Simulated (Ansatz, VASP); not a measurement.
## One calculation of C, two programs

```xyz
2
Lattice="0.0000 2.1167 3.3597 1.2228 0.0000 3.3597 1.2228 2.1167 0.0000" Properties=species:S:1:pos:R:3 pbc="T T T"
C     1.1521    0.6350    3.3597
C     1.2228    3.5276    3.3597
```

Alike in both runs: task single point; functional LDA; k mesh 16 × 16 × 16; occupations gaussian, width 0.03 eV; no spin polarisation.

|  | VASP | Ansatz |
| --- | --- | --- |
| version | VASP 6.6.1 | Ansatz 0.2.0 |
| potentials or method | VASP PAW LDA potentials, release 64 (C), cutoff 520 eV | scalar-relativistic, plane waves, PAW |
| valence electrons in the cell | 8 | 8 |

|  | VASP | Ansatz | Ansatz less VASP |
| --- | --- | --- | --- |
| gap on the k mesh at the Fermi level (eV) | 0.02 | 0.02 | +0.001 |
| least direct gap on the mesh (eV) | 0.43 | 0.43 | -0.001 |
| pressure (GPa) | 5.2 | 4.5 | -0.72 |
| traceless stress, the component that is largest in VASP (GPa) | 11.62 | 11.17 | -0.457 |
| rms of the force components (eV/Å) | 2.986 | 2.993 | +0.0074 |

LDA's correlation is that of Perdew and Zunger in VASP and of Perdew and Wang (1992) in Ansatz. Atom by atom the forces differ by 0.007 eV/Å (rms over components).
